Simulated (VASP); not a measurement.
# LiGe2P3 (P6/mmm) in VASP: a series of runs

Runs on LiGe2P3. Level: PBE. Tasks: single point.

All numbers are computed with VASP 6.6.1; they aren't measurements. Logs are shortened: lines on timing, memory, paths and dates and some standing lists are left out, and cuts for length are marked.

## (1) The cell of the first run

It takes space group P6/mmm (No. 191, hexagonal). The conventional cell has a = 5.698 Å, b = 5.698 Å, c = 3.469 Å, α = 90.00°, β = 90.00°, γ = 120.00°. Within 4.3 Å of Li (site symmetry 6/mmm) lie 6 Ge at 3.29 Å and 12 P at 3.34 Å and 2 Li at 3.47 Å. Within 3.2 Å of Ge (site symmetry -6m2) lie 6 P at 2.39 Å. Within 3.2 Å of P (site symmetry mmm) lie 4 Ge at 2.39 Å and 4 P at 2.85 Å.

## (2) Single point, PBE

INCAR reads:

```
PREC = Accurate ; ENCUT = 520
EDIFF = 1E-6 ; ISMEAR = 0
SIGMA = 0.1 ; LREAL = F
LASPH = T ; NELM = 100
ALGO = Normal ; ISIF = 2
LWAVE = F ; LCHARG = F
GGA = PE ; NBANDS = 32
```

KPOINTS reads:

```
Automatic mesh
0
Gamma
  6 6 6
```

POSCAR reads:

```
LiGe2P3
1.0
    5.6977310495      0.0000000000      0.0000000000
   -2.8488655247      4.9343798327      0.0000000000
    0.0000000000      0.0000000000      3.4694503229
Li Ge P
1 2 3
Direct
    0.0000000000      0.0000000000      0.0000000000
    0.3333333333      0.6666666667      0.0000000000
    0.6666666667      0.3333333333      0.0000000000
    0.5000000000      0.0000000000      0.5000000000
    0.5000000000      0.5000000000      0.5000000000
    0.0000000000      0.5000000000      0.5000000000
```

Potentials or basis: VASP PAW PBE potentials, release 64 (Li_sv, Ge_d, P).

Launch:

```sh
cat potpaw_PBE.64/Li_sv/POTCAR potpaw_PBE.64/Ge_d/POTCAR potpaw_PBE.64/P/POTCAR > POTCAR
mpirun -np 1 vasp_std > vasp.out
```

OUTCAR:

```text
PREC = Accurate
   ENCUT = 520
   EDIFF = 1E-6
   ISMEAR = 0
   LREAL = F
   LASPH = T
   NELM = 100
   ISIF = 2
   GGA = PE

 ion  position               nearest neighbor table
   1  0.000  0.000  0.000-
   2  0.333  0.667  0.000-   4 2.39   4 2.39   6 2.39   6 2.39   5 2.39   5 2.39
   3  0.667  0.333  0.000-   4 2.39   4 2.39   6 2.39   6 2.39   5 2.39   5 2.39
   4  0.500  0.000  0.500-   2 2.39   3 2.39   2 2.39   3 2.39   5 2.85   5 2.85   6 2.85   6 2.85

   5  0.500  0.500  0.500-   2 2.39   3 2.39   2 2.39   3 2.39   4 2.85   4 2.85   6 2.85   6 2.85

   6  0.000  0.500  0.500-   2 2.39   3 2.39   2 2.39   3 2.39   4 2.85   4 2.85   5 2.85   5 2.85

  LATTYP: Found a hexagonal cell.
 ALAT       =     5.6977310495
 C/A-ratio  =     0.6089178820

  Lattice vectors:

 A1 = (   5.6977310495,   0.0000000000,   0.0000000000)
 A2 = (  -2.8488655247,   4.9343798327,   0.0000000000)
 A3 = (   0.0000000000,   0.0000000000,   3.4694503229)

Analysis of symmetry for initial positions (statically):
=====================================================================
 Subroutine PRICEL returns:
 Original cell was already a primitive cell.

 Routine SETGRP: Setting up the symmetry group for a
 hexagonal supercell.

 Subroutine GETGRP returns: Found 24 space group operations
 (whereof 24 operations were pure point group operations)
 out of a pool of 24 trial point group operations.

The static configuration has the point symmetry D_6h.

Analysis of symmetry for dynamics (positions and initial velocities):
=====================================================================
 Subroutine PRICEL returns:
 Original cell was already a primitive cell.

 Routine SETGRP: Setting up the symmetry group for a
 hexagonal supercell.

 Subroutine GETGRP returns: Found 24 space group operations
 (whereof 24 operations were pure point group operations)
 out of a pool of 24 trial point group operations.

The dynamic configuration has the point symmetry D_6h.

 Subroutine INISYM returns: Found 24 space group operations
 (whereof 24 operations are pure point group operations),
 and found     1 'primitive' translations

----------------------------------------------------------------------------------------

                                     Primitive cell

  volume of cell :      97.5428

  direct lattice vectors                    reciprocal lattice vectors
     5.697731049  0.000000000  0.000000000     0.175508460  0.101329856  0.000000000
    -2.848865525  4.934379833  0.000000000     0.000000000  0.202659713  0.000000000
     0.000000000  0.000000000  3.469450323     0.000000000  0.000000000  0.288230096

  length of vectors
     5.697731049  5.697731049  3.469450323     0.202659713  0.202659713  0.288230096

  position of ions in fractional coordinates (direct lattice)
     0.000000000  0.000000000  0.000000000
     0.333333333  0.666666667  0.000000000
     0.666666667  0.333333333  0.000000000
     0.500000000  0.000000000  0.500000000
     0.500000000  0.500000000  0.500000000
     0.000000000  0.500000000  0.500000000

  ion indices of the primitive-cell ions
   primitive index   ion index
                 1           1
                 2           2
                 3           3
                 4           4
                 5           5
                 6           6

----------------------------------------------------------------------------------------

 KPOINTS: Automatic mesh

Automatic generation of k-mesh.
 Grid dimensions read from file:
 generate k-points for:    6    6    6

 Generating k-lattice:

  Cartesian coordinates                     Fractional coordinates (reciprocal lattice)
     0.029251410  0.016888309  0.000000000     0.166666667 -0.000000000  0.000000000
     0.000000000  0.033776619  0.000000000     0.000000000  0.166666667  0.000000000
     0.000000000  0.000000000  0.048038349     0.000000000  0.000000000  0.166666667

  Length of vectors
     0.033776619  0.033776619  0.048038349

  Shift w.r.t. Gamma in fractional coordinates (k-lattice)
     0.000000000  0.000000000  0.000000000

 Subroutine IBZKPT returns following result:
 ===========================================

 Found     28 irreducible k-points:

 Following reciprocal coordinates:
            Coordinates               Weight
  0.000000  0.000000  0.000000      1.000000
  0.166667 -0.000000  0.000000      6.000000
  0.333333  0.000000  0.000000      6.000000
  0.500000  0.000000  0.000000      3.000000
  0.166667  0.166667  0.000000      6.000000
  0.333333  0.166667  0.000000     12.000000
[... 16 lines left out ...]
  0.166667 -0.000000  0.500000      6.000000
  0.333333  0.000000  0.500000      6.000000
 [... further k-points ...]
   k-points           NKPTS =     28   k-points in BZ     NKDIM =     28   number of bands    NBANDS=     32
   number of dos      NEDOS =    301   number of ions     NIONS =      6
   total plane-waves  NPLWV =  49392
   dimension x,y,z NGX =    42 NGY =   42 NGZ =   28
   dimension x,y,z NGXF=    84 NGYF=   84 NGZF=   56
   ions per type =               1   2   3
   NGX,Y,Z   is equivalent  to a cutoff of  12.25, 12.25, 13.42 a.u.
   NGXF,Y,Z  is equivalent  to a cutoff of  24.51, 24.51, 26.83 a.u.
 SYSTEM =  unknown system
   PREC   = accura    normal or accurate (medium, high low for compatibility)
   ISTART =      0    job   : 0-new  1-cont  2-samecut
   ICHARG =      2    charge: 1-file 2-atom 10-const
   ISPIN  =      1    spin polarized calculation?
   LNONCOLLINEAR =      F non collinear calculations
   LSORBIT =      F    spin-orbit coupling
   LASPH  =      T    aspherical Exc in radial PAW
   ENCUT  =  520.0 eV  38.22 Ry    6.18 a.u.  10.59 10.59  6.45*2*pi/ulx,y,z
   NELM   =    100;   NELMIN=  2; NELMDL= -5     # of ELM steps
   EDIFF  = 0.1E-05   stopping-criterion for ELM
   LREAL  =      F    real-space projection
   EDIFFG = 0.1E-04   stopping-criterion for IOM
   NSW    =      0    number of steps for IOM
   IBRION =     -1    ionic relax: 0-MD 1-quasi-New 2-CG
   NFREE  =      0    steps in history (QN), initial steepest desc. (CG)
   ISIF   =      2    stress and relaxation
   ISYM   =      2    0-nonsym 1-usesym 2-fastsym
   POTIM  = 0.5000    time-step for ionic-motion
   TEBEG  =    0.0;   TEEND  =   0.0 temperature during run
   PSTRESS=    0.0 pullay stress
   NELECT =      46.0000    total number of electrons
   NUPDOWN=      -1.0000    fix difference up-down
   EMIN   =  10.00;   EMAX   =-10.00  energy-range for DOS
   EFERMI =   0.00;   METHOD = LEGACY
   ISMEAR =     0;   SIGMA  =   0.10  broadening in eV -4-tet -1-fermi 0-gaus
   EFERMI_NEDOS =   21; number of points for ismear=-14 and -15
   IALGO  =     38    algorithm
   IMIX   =      4    mixing-type and parameters
     AMIX     =   0.40;   BMIX     =  1.00
     AMIX_MAG =   1.60;   BMIX_MAG =  1.00
  volume/ion in A,a.u.               =      16.26       109.71
  Fermi-wavevector in a.u.,A,eV,Ry     =   1.274273  2.408026 22.092744  1.623771
  Thomas-Fermi vector in A             =   2.407050
   LORBIT       =      0    0 simple, 1 ext, 2 COOP (PROOUT), +10 PAW based schemes
   GGA     = PE    functional components
   LHFCALC =     F    Hartree Fock is set to
   AEXX    =    0.0000 exact exchange contribution
   IVDW    =     0    specifies the selected vdW correction
   LEPSILON=     F    determine dielectric tensor
   LRPA    =     F    only Hartree local field effects (RPA)
 non-spin polarized calculation
 Gauss-broadening in eV      SIGMA  =   0.10
  energy-cutoff  :      520.00
  volume of cell :       97.54
 maximum number of plane-waves:      2659
   NGX = 21   NGY = 21   NGZ = 13

 number of electron      45.9999993 magnetization

 Free energy of the ion-electron system (eV)
  ---------------------------------------------------
  ext. energy  EPLUGINS =         0.00000000
  ---------------------------------------------------
  free energy    TOTEN  =       -23.45584636 eV

  energy without entropy =      -23.44433057  energy(sigma->0) =      -23.45008846

 E-fermi :   7.5059     XC(G=0): -10.4297

 val. band max:        7.4658332170   @ k =   0.3333   0.0000   0.5000
 cond. band min:       7.5114150987   @ k =   0.0000   0.0000   0.3333
 fundamental gap:      0.0455818817
 Fermi energy:         7.5058822034

 k-point     1 :       0.0000    0.0000    0.0000
  band No.  band energies     occupation
      1     -40.6035      2.00000
      2     -17.5319      2.00000
      3     -17.5240      2.00000
      4     -17.5240      2.00000
      5     -17.5154      2.00000
      6     -17.5078      2.00000
[... 24 lines left out ...]
     31      12.9838      0.00000
     32      12.9858      0.00000

 k-point     2 :       0.1667   -0.0000    0.0000
  band No.  band energies     occupation
      1     -40.6035      2.00000
      2     -17.5312      2.00000
      3     -17.5242      2.00000
      4     -17.5231      2.00000
      5     -17.5174      2.00000
      6     -17.5086      2.00000
[... 24 lines left out ...]
     31      13.2600      0.00000
     32      13.3126      0.00000

 k-point     3 :       0.3333    0.0000    0.0000
  band No.  band energies     occupation
      1     -40.6035      2.00000
      2     -17.5293      2.00000
      3     -17.5247      2.00000
      4     -17.5211      2.00000
      5     -17.5210      2.00000
      6     -17.5113      2.00000
[... 24 lines left out ...]
     31      13.2081      0.00000
     32      13.5897      0.00000

 k-point     4 :       0.5000    0.0000    0.0000
  band No.  band energies     occupation
      1     -40.6035      2.00000
      2     -17.5275      2.00000
      3     -17.5249      2.00000
      4     -17.5236      2.00000
      5     -17.5196      2.00000
      6     -17.5127      2.00000
[... 24 lines left out ...]
     31      13.0281      0.00000
     32      13.5711      0.00000

 k-point     5 :       0.1667    0.1667    0.0000
  band No.  band energies     occupation
      1     -40.6035      2.00000
      2     -17.5299      2.00000
      3     -17.5247      2.00000
      4     -17.5215      2.00000
      5     -17.5200      2.00000
      6     -17.5114      2.00000
[... 584 lines left out ...]
     31      12.5399      0.00000
     32      12.5399      0.00000

 k-point    22 :       0.0000    0.0000    0.5000
  band No.  band energies     occupation
      1     -40.6023      2.00000
      2     -17.5490      2.00000
      3     -17.5490      2.00000
      4     -17.5226      2.00000
      5     -17.5226      2.00000
      6     -17.5024      2.00000
[... 24 lines left out ...]
     31      13.4896      0.00000
     32      14.6604      0.00000

 k-point    23 :       0.1667   -0.0000    0.5000
  band No.  band energies     occupation
      1     -40.6023      2.00000
      2     -17.5494      2.00000
      3     -17.5476      2.00000
      4     -17.5240      2.00000
      5     -17.5222      2.00000
      6     -17.5045      2.00000
[... 24 lines left out ...]
     31      13.9540      0.00000
     32      15.2490      0.00000

 k-point    24 :       0.3333    0.0000    0.5000
  band No.  band energies     occupation
      1     -40.6023      2.00000
      2     -17.5501      2.00000
      3     -17.5443      2.00000
      4     -17.5277      2.00000
      5     -17.5215      2.00000
      6     -17.5079      2.00000
[... 24 lines left out ...]
     31      13.8412      0.00000
     32      15.2771      0.00000

 [... further k-points ...]
[... 5 lines left out ...]
  --------------------------------------------------------------------------------------
  -------------------------------------------------------------------------------------
  Total       10.6742051     10.6742051     14.9238973      0.0000000     -0.0000000      0.0000000
  in kB      175.3278597    175.3278597    245.1306624      0.0000000     -0.0000000      0.0000000
  external PRESSURE =     198.5954606 kB  Pullay stress =       0.0000000 kB

 VOLUME and BASIS-vectors are now :
 -----------------------------------------------------------------------------
  energy-cutoff  :      520.00
  volume of cell :       97.54
      direct lattice vectors                 reciprocal lattice vectors
     5.697731049  0.000000000  0.000000000     0.175508460  0.101329856  0.000000000
    -2.848865525  4.934379833  0.000000000     0.000000000  0.202659713  0.000000000
     0.000000000  0.000000000  3.469450323     0.000000000  0.000000000  0.288230096

 POSITION                                       TOTAL-FORCE (eV/Angst)
 -----------------------------------------------------------------------------------
      0.00000      0.00000      0.00000         0.000000      0.000000      0.000000
     -0.00000      3.28959      0.00000         0.000000     -0.000000      0.000000
      2.84887      1.64479      0.00000        -0.000000      0.000000     -0.000000
      2.84887      0.00000      1.73473         0.000000      0.000000      0.000000
      1.42443      2.46719      1.73473         0.000000      0.000000      0.000000
     -1.42443      2.46719      1.73473         0.000000      0.000000      0.000000
 -----------------------------------------------------------------------------------
    total drift:                               -0.000000      0.000000      0.000000

  FREE ENERGIE OF THE ION-ELECTRON SYSTEM (eV)
  ---------------------------------------------------
  free  energy   TOTEN  =       -23.4558463567 eV

  energy  without entropy=      -23.4443305687  energy(sigma->0) =      -23.45008846
```

Wall time 38 s (1 thread of Intel Xeon 6975P-C (Granite Rapids), shared host); peak memory 0.24 GiB.

Results:

* Free energy: -23.4558 eV
* Band gap on the k mesh: zero (band 23 reaches 8.48 eV, above the bottom of band 24 at 6.36 eV)

Caveat: the cutoff is under 1.25 times the usual one of these potentials, so pressure, stress and relaxed cells hold a basis-set (Pulay) error.

## (3) Single point, PBE

This run uses another cell than the first one, of 20.82 Å³/atom, 1.281 times its volume.

INCAR reads:

```
PREC = Accurate ; ENCUT = 520
EDIFF = 1E-6 ; ISMEAR = 0
SIGMA = 0.1 ; LREAL = False
LASPH = True ; NELM = 60
ALGO = Normal ; ISIF = 2
LWAVE = False ; LCHARG = True
GGA = PE ; LELF = True
LVHAR = True ; NBANDS = 32
```

KPOINTS reads:

```
regular mesh
0
Gamma
  6 6 6
```

Changes to POSCAR since step 2:

```diff
@@ -2,5 +2,5 @@
 1.0
-    5.6977310495      0.0000000000      0.0000000000
-   -2.8488655247      4.9343798327      0.0000000000
-    0.0000000000      0.0000000000      3.4694503229
+    6.5076832275      0.0000000000      0.0000000000
+   -3.2538416137      5.6358189948      0.0000000000
+    0.0000000000      0.0000000000      3.4065764611
 Li Ge P
```

Potentials or basis: VASP PAW PBE potentials, release 64 (Li_sv, Ge_d, P).

Launch:

```sh
cat potpaw_PBE.64/Li_sv/POTCAR potpaw_PBE.64/Ge_d/POTCAR potpaw_PBE.64/P/POTCAR > POTCAR
mpirun -np 1 vasp_std > vasp.out
```

It took 55 s on 1 thread of Intel Xeon 6975P-C (Granite Rapids), shared host; peak memory 0.29 GiB.

Results (log left out):

| Item | Value |
| --- | --- |
| Free energy | -24.9135 eV |
| Band gap on the k mesh | zero (band 23 reaches 5.35 eV, above the bottom of band 24 at 3.86 eV) |

Levels at points of the mesh, in eV from the Fermi level:
| k point | band 19 | band 20 | band 21 | band 22 | band 23 | band 24 | band 25 | band 26 | band 27 | band 28 |
| --- | --- | --- | --- | --- | --- | --- | --- | --- | --- | --- |
| (0.00, 0.00, 0.00) | -2.48 | -0.47 | -0.47 | 0.26 | 0.46 | 0.46 | 0.58 | 1.38 | 2.73 | 2.73 |
| (0.50, 0.00, 0.00) | -2.48 | -1.94 | -1.22 | -0.38 | 0.10 | 0.44 | 0.94 | 2.34 | 2.55 | 3.50 |
| (0.00, 0.00, 0.50) | -5.22 | -2.67 | -2.67 | -0.49 | -0.49 | 0.98 | 1.09 | 1.09 | 1.34 | 2.63 |
| (0.50, 0.00, 0.50) | -3.53 | -3.02 | -1.86 | -1.60 | -1.25 | -1.03 | 0.49 | 1.21 | 2.00 | 2.87 |

Caveat: the cutoff is under 1.25 times the usual one of these potentials, so pressure, stress and relaxed cells hold a basis-set (Pulay) error.

## (4) Single point, PBE

This run uses another cell than the first one, of 20.80 Å³/atom, 1.280 times its volume.

INCAR reads:

```
PREC = Accurate
ENCUT = 520
EDIFF = 1E-6
ISMEAR = 0
SIGMA = 0.1
LREAL = F
LASPH = T
NELM = 80
ALGO = Normal
ISIF = 2
LWAVE = F
LCHARG = F
GGA = PE
NBANDS = 32
```

KPOINTS reads:

```
regular mesh
0
Gamma
  6 6 12
```

Changes to POSCAR since step 3:

```diff
@@ -2,5 +2,5 @@
 1.0
-    6.5076832275      0.0000000000      0.0000000000
-   -3.2538416137      5.6358189948      0.0000000000
-    0.0000000000      0.0000000000      3.4065764611
+    6.4536562336      0.0000000000      0.0000000000
+   -3.2268281168      5.5890302456      0.0000000000
+    0.0000000000      0.0000000000      3.4606266715
 Li Ge P
```

Launch:

```sh
cat potpaw_PBE.64/Li_sv/POTCAR potpaw_PBE.64/Ge_d/POTCAR potpaw_PBE.64/P/POTCAR > POTCAR
mpirun -np 1 vasp_std > vasp.out
```

Run time: 1.8 min. Hardware: 1 thread of Intel Xeon 6975P-C (Granite Rapids), shared host; peak memory 0.33 GiB.

The run converged. Its results:

| Property | Result |
| --- | --- |
| Free energy | -24.9150 eV |
| Band gap on the k mesh | zero (band 23 reaches 5.35 eV, above the bottom of band 24 at 3.85 eV) |

Levels at points of the mesh, in eV from the Fermi level:
```csv
k point,band 21,band 22,band 23,band 24,band 25,band 26
"(0.00, 0.00, 0.00)",-0.22,0.27,0.39,0.39,0.76,1.23
"(0.50, 0.00, 0.00)",-1.37,-0.47,0.32,0.37,0.80,2.43
"(0.00, 0.00, 0.50)",-2.67,-0.43,-0.43,1.06,1.27,1.27
"(0.50, 0.00, 0.50)",-1.83,-1.43,-1.18,-0.99,0.63,1.37
```

Caveat: the cutoff is under 1.25 times the usual one of these potentials, so pressure, stress and relaxed cells hold a basis-set (Pulay) error.

## (5) The runs side by side

| cell | k mesh | gap on the mesh (eV) |
| --- | --- | --- |
| a = 5.698, b = 5.698, c = 3.469 Å, angles 90.0, 90.0, 120.0°, 6 atoms | 6 × 6 × 6 | none |
| a = 6.508, b = 6.508, c = 3.407 Å, angles 90.0, 90.0, 120.0°, 6 atoms | 6 × 6 × 6 | none |
| a = 6.454, b = 6.454, c = 3.461 Å, angles 90.0, 90.0, 120.0°, 6 atoms | 6 × 6 × 12 | none |

Alike in all rows: task single point; level PBE; potentials or basis VASP PAW PBE potentials, release 64 (Li_sv, Ge_d, P); no spin polarisation; cutoff (eV) 520; smearing gaussian 0.1 eV.

Caveats: the cutoff is under 1.25 times the usual one of these potentials, so pressure, stress and relaxed cells hold a basis-set (Pulay) error.

Absolute energies hang on the potentials; compare differences alone.
